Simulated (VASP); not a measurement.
Here is a VASP 6.6.1 calculation.

File INCAR:

```
PREC = Accurate
ENCUT = 600
EDIFF = 1E-7
ISMEAR = -1
SIGMA = 0.08
LREAL = False
LASPH = True
NELM = 60
ALGO = Normal
ISIF = 3
LWAVE = False
LCHARG = False
GGA = PE
IBRION = 2
NSW = 32
EDIFFG = -0.005
PSTRESS = 4000.0
```

KPOINTS

```
Automatic mesh
0
Gamma
  21 21 21
```

File POSCAR:

```
Al
1.0
   -1.8754968456      1.8754968456      1.0067822096
    1.8754968456     -1.8754968456      1.0067822096
    1.8754968456      1.8754968456     -1.0067822096
Al
2
Direct
   -0.3750000000     -0.1250000000     -0.2500000000
    0.3750000000      0.1250000000      0.2500000000
```

Potentials or basis: VASP PAW PBE potentials, release 64 (Al).

The run is started by

```console
$ cat potpaw_PBE.64/Al/POTCAR > POTCAR
$ mpirun -np 1 vasp_std > vasp.out
```

(1) Predict the relaxed volume.

(2) Predict the band gap on the k mesh.

(3) Estimate the space group after relaxing (to 0.05 Å).

## Answers

(1) 7.10 Å³/atom.

(2) zero (band 3 reaches 24.80 eV, above the bottom of band 4 at 13.61 eV).

(3) I4_1/amd (No. 141).

Caveat: the cell is relaxed towards a set pressure, so the enthalpy falls and the energy may rise.
